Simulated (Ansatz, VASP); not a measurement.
## One calculation of Pt, two programs

INCAR

```
SYSTEM = Pt
  ALGO = Fast
  EDIFF = 1E-6
  ENCUT = 520
  GGA = PE
  ISIF = 2
  ISMEAR = 0
  LASPH = .TRUE.
  LCHARG = .FALSE.
  LREAL = .FALSE.
  LWAVE = .FALSE.
  NBANDS = 11
  NELM = 60
  PREC = Accurate
  SIGMA = 0.15
```

Contents of KPOINTS:

```
k-points
0
G
  22 22 22
  0 0 0
```

POSCAR

```
Pt
1.0
    0.0000000000      2.1725702130      1.7232826929
    2.1725702130      0.0000000000      1.7232826929
    2.1725702130      2.1725702130      0.0000000000
Pt
1
Direct
    0.0000000000      0.0000000000      0.0000000000
```

Input for Ansatz:

```yaml
crystal:
  lattice:
    - [0.0, 2.172570213, 1.7232826929]
    - [2.172570213, 0.0, 1.7232826929]
    - [2.172570213, 2.172570213, 0.0]
  atoms:
    - { symbol: Pt, position: [0.0, 0.0, 0.0] }
basis:
  ecutwfc: 420
kpoints:
  mp_grid: { grid: [22, 22, 22] }
hamiltonian:
  xc: pbe
  pseudopotentials: { kind: paw, azcp: { folder: soft_1 } }
scf:
  occupations: { method: gaussian, width: 0.15 }
output:
  forces: true
  stress: true
  eigenvalues: true
```

Alike in both runs: task single point; functional PBE; k mesh 22 × 22 × 22; occupations gaussian, width 0.15 eV; no spin polarisation.

|  | VASP | Ansatz |
| --- | --- | --- |
| version | VASP 6.6.1 | Ansatz 0.2.0 |
| potentials or method | VASP PAW PBE potentials, release 64 (Pt), cutoff 520 eV | scalar-relativistic, plane waves, PAW |
| valence electrons in the cell | 10 | 18 |

```csv
,VASP,Ansatz,Ansatz less VASP
gap on the k mesh at the Fermi level (eV),none,none,-
pressure (GPa),-7.1,-6.7,+0.40
"traceless stress, the component that is largest in VASP (GPa)",3.62,3.64,+0.020
```

A gap of «none» marks a metal or a gap that the smearing closes. With one functional, cell and mesh, what is left measures potentials, basis and numerics. VASP's potentials hold 10 valence electrons a cell and Ansatz's 18, so a difference there can come from the potentials and not from the codes.

Spin-orbit coupling is off throughout.
